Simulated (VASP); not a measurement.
# F: single point with PBE+D3(BJ)

The system is F.

```
F
1.0
     2.93754   -1.69342   -0.12759
     2.93754    1.69342   -0.12759
    -1.98064    0.00000    7.11133
F
4
Direct
  0.07798 0.07798 0.09491
  0.92202 0.92202 0.90509
  0.49951 0.49951 0.59579
  0.50049 0.50049 0.40421
```

- Program: VASP 6.6.1
- Task: single point
- Functional: PBE
- Dispersion: D3(BJ)
- Potentials or basis: VASP PAW PBE potentials, release 64 (F)
- Cutoff: 520 eV
- k mesh: 8 × 8 × 4
- Occupations: gaussian, width 0.02 eV
- Spin: no spin polarisation

```
Pressure                   : 0.3 GPa
Largest force              : 0.372 eV/Å
Band gap on the k mesh     : 2.79 eV, indirect (least direct gap 2.84 eV)
Dispersion energy per atom : -0.026 eV
```

Forces in eV/Å, atoms in the order of the input:
```
F    0.142  0.000  0.344
F   -0.142  0.000 -0.344
F   -0.100  0.000  0.357
F    0.100  0.000 -0.357
```

Stress tensor (GPa, compression positive):
```
-0.21  0.00  0.08
 0.00 -0.51  0.00
 0.08  0.00  1.69
```

Levels at points of the mesh, in eV from the valence-band top:
| k point | band 12 | band 13 | band 14 | band 15 | band 16 | band 17 |
| --- | --- | --- | --- | --- | --- | --- |
| (0.00, 0.00, 0.00) | -0.17 | -0.13 | -0.06 | 2.79 | 3.67 | 8.84 |
| (0.50, 0.00, 0.00) | -0.41 | -0.26 | -0.21 | 3.31 | 3.34 | 13.07 |
| (0.50, 0.50, 0.00) | -0.30 | -0.26 | 0.00 | 3.25 | 3.34 | 13.39 |
| (0.00, 0.00, 0.50) | -0.20 | -0.13 | -0.10 | 3.19 | 3.23 | 9.65 |
| (0.50, 0.00, 0.50) | -0.36 | -0.27 | -0.07 | 3.13 | 3.49 | 13.09 |
| (0.50, 0.50, 0.50) | -0.36 | -0.16 | -0.13 | 3.30 | 3.33 | 13.02 |

It took 36 s on 1 thread of Intel(R) Xeon(R) 6975P-C (Granite Rapids), on a shared host, peak memory 0.24 GiB.

A k mesh can miss the band edges. A hybrid or GW would open this gap; PBE tends to underestimate it.
